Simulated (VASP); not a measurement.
Li2Pt, 3 atoms in the cell. The typed cell holds 3 atoms: a = 4.186 Å, b = 4.222 Å, c = 2.661 Å, α = 90.41°, β = 91.14°, γ = 120.85°.  This cell differs from its parent crystal: equal xy, yz and zx shear strains of -2 %.

| Property | Result |
| --- | --- |
| Program | VASP 6.6.1 |
| Task | electric field gradients |
| Functional | LDA |
| Potentials or basis | VASP PAW LDA potentials, release 64 (Li_sv, Pt) |
| Cutoff | 520 eV |
| k mesh | 9 × 9 × 12 |
| Occupations | fermi-dirac, width 0.03 eV |
| Spin | no spin polarisation |
| Dipole correction | no |
| Further INCAR settings | ALGO = Normal; EDIFF = 1e-08; NBANDS = 15 |

Potentials or basis: VASP PAW LDA potentials, release 64 (Li_sv, Pt).

Command:

```console
$ cat potpaw_LDA.64/Li_sv/POTCAR potpaw_LDA.64/Pt/POTCAR > POTCAR
$ mpirun -np 1 vasp_std > vasp.out
```

Hardware: 1 thread of Intel Xeon 8259CL (shared host).

Question: Estimate the wall time of this run.

Answer: Wall time 7.6 min on 1 thread of Intel Xeon 8259CL, with other jobs on the host, peak memory 0.37 GiB. Counts: scf iterations 13, k points 487.
